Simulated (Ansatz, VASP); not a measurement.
One calculation of Si2Sb, two programs

```xyz
6
Lattice="4.2304 -4.3878 0.0000 4.2304 4.3878 0.0000 0.0000 0.0000 5.0238" Properties=species:S:1:pos:R:3 pbc="T T T"
Si    7.2569    0.0000    1.2560
Si    1.2040    0.0000    1.2560
Si    7.2569    0.0000    3.7679
Si    1.2040    0.0000    3.7679
Sb    2.1152   -2.1939    0.0000
Sb    2.1152    2.1939    2.5119
```

Alike in both runs: functional PBE; k mesh 6 × 6 × 8; occupations gaussian, width 0.1 eV; no spin polarisation.

Ansatz relaxed the structure, and its values are those at the end. VASP's run is a single point on that final structure, the one shown.

|  | VASP | Ansatz |
| --- | --- | --- |
| version | VASP 6.6.1 | Ansatz 0.2.0 |
| potentials or method | VASP PAW PBE potentials, release 64 (Si, Sb), cutoff 520 eV | scalar-relativistic, plane waves, PAW |
| valence electrons in the cell | 26 | 46 |

```csv
,VASP,Ansatz,Ansatz less VASP
gap on the k mesh at the Fermi level (eV),none,none,-
pressure (GPa),0.1,0.0,-0.07
rms of the force components (eV/Å),0.005,0.001,-0.0044
```

A gap of «none» marks a metal or a gap that the smearing closes. VASP's potentials hold 26 valence electrons a cell and Ansatz's 46, so a difference there can come from the potentials and not from the codes.

Neither program's run includes spin-orbit coupling.
